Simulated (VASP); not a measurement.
Input of a VASP 6.6.1 run:

The input POSCAR:

```
ZrH3
1.0
    3.2022737975      0.0000000000      0.0000000000
    0.0000000000      3.2022737975      0.0000000000
    0.0000000000      0.0000000000      3.2022737975
Zr H
1 3
Direct
    0.0000000000      0.0000000000      0.0000000000
    0.0000000000      0.5000000000      0.5000000000
    0.5000000000      0.0000000000      0.5000000000
    0.5000000000      0.5000000000      0.0000000000
```

File INCAR.step1:

```
PREC     = Accurate       # precision mode
ENCUT    = 520            # plane-wave cutoff, eV
ISMEAR   = 1              # smearing method
SIGMA    = 0.1            # smearing width, eV
LREAL    = F              # projectors in reciprocal space
LASPH    = T              # aspherical terms in the spheres
NELM     = 60             # most SCF steps
NBANDS   = 16             # bands
GGA      = PE             # functional
ALGO     = Normal         # electronic algorithm
EDIFF    = 1E-4           # SCF threshold, eV
LWAVE    = T              # write WAVECAR
LCHARG   = F              # write CHGCAR
```

File INCAR.step2:

```
PREC     = Accurate       # precision mode
ENCUT    = 520            # plane-wave cutoff, eV
EDIFF    = 1E-6           # SCF threshold, eV
ISMEAR   = 1              # smearing method
SIGMA    = 0.1            # smearing width, eV
LREAL    = F              # projectors in reciprocal space
LASPH    = T              # aspherical terms in the spheres
NELM     = 60             # most SCF steps
ALGO     = Normal         # electronic algorithm
ISIF     = 2              # what is computed and relaxed
LWAVE    = F              # write WAVECAR
LCHARG   = F              # write CHGCAR
METAGGA  = R2SCAN         # meta-GGA
LMIXTAU  = T            
NBANDS   = 16             # bands
ISTART   = 1
```

KPOINTS

```
regular mesh
0
Gamma
  7 7 7
```

Potentials or basis: VASP PAW PBE potentials, release 64 (Zr_sv, H).

Launch:

```console
$ cat potpaw_PBE.64/Zr_sv/POTCAR potpaw_PBE.64/H/POTCAR > POTCAR
$ cp INCAR.step1 INCAR
$ mpirun -np 1 vasp_std > vasp.out
$ cp INCAR.step2 INCAR
$ mpirun -np 1 vasp_std > vasp.out
```

**Question.** What does it give for the pressure?

**Answer.** -9.9 GPa.

Caveat: the PAW data sets were made with another functional, which shifts forces and pressure a little.
